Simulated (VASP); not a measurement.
Ti, 2 atoms in the cell. It takes space group P6_3/mmc (No. 194, hexagonal). The conventional cell has a = 2.938 Å, b = 2.938 Å, c = 4.651 Å, α = 90.00°, β = 90.00°, γ = 120.00°. Ti (site symmetry -6m2) has 12 Ti at 2.88 to 2.94 Å within 3.8 Å. 

```yaml
Program: VASP 6.6.1
Task: vibrations by perturbation theory
Functional: PBE
Potentials_or_basis: VASP PAW PBE potentials, release 64 (Ti_sv)
Cutoff: 520 eV
k_mesh: 24 × 24 × 14
Occupations: gaussian, width 0.15 eV
Spin: no spin polarisation
Dipole_correction: no
Further_INCAR_settings: ALGO = Normal; EDIFF = 1e-08; IBRION = 8; NSW = 1
```

Potentials or basis: VASP PAW PBE potentials, release 64 (Ti_sv).

Launch:

```bash
$ cat potpaw_PBE.64/Ti_sv/POTCAR > POTCAR
$ mpirun -np 1 vasp_std > vasp.out
```

Hardware: 1 thread of Oxide Virtual Turin-like Processor, on a shared host.

How long does it take, and how much memory?

It took 97 min on 1 thread of Oxide Virtual Turin-like Processor, with other jobs on the host, peak memory 2.2 GiB. Counts: scf iterations 71, k points 488.
